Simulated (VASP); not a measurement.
A run of VASP 6.6.1 is set up as follows.

The input INCAR:

```
  PREC = Accurate
  ENCUT = 520
  EDIFF = 1E-6
  ISMEAR = 0
  SIGMA = 0.03
  LREAL = F
  LASPH = T
  NELM = 100
  ALGO = Normal
  ISIF = 2
  LWAVE = F
  LCHARG = T
  LELF = T
  LVHAR = T
  NBANDS = 26
```

Contents of KPOINTS:

```
Automatic mesh
0
Gamma
  12 12 6
```

Contents of POSCAR:

```
SiGe
1.0
    3.8694935620      0.0000000000      0.0000000000
   -1.9347467810      3.3510797245      0.0000000000
    0.0000000000      0.0000000000      6.3947485195
Si Ge
2 2
Direct
    0.6666666667      0.3333333333      0.8745031008
    0.3333333333      0.6666666667      0.3745031008
    0.6666666667      0.3333333333      0.4848580677
    0.3333333333      0.6666666667     -0.0151419323
```

Potentials or basis: VASP PAW LDA potentials, release 64 (Si, Ge_d).

Command:

```sh
$ cat potpaw_LDA.64/Si/POTCAR potpaw_LDA.64/Ge_d/POTCAR > POTCAR
$ mpirun -np 1 vasp_std > vasp.out
```

(1) What does it give for the largest force?

(2) Predict the pressure.

(3) What does it give for the band gap on the k mesh?

Results:

(1) 1.065 eV/Å.

(2) 0.5 GPa.

(3) zero (band 18 reaches 5.95 eV, above the bottom of band 19 at 5.90 eV).

Caveat: forces of over 1 eV/Å act on the atoms, so gaps and moduli don't describe the material at rest.
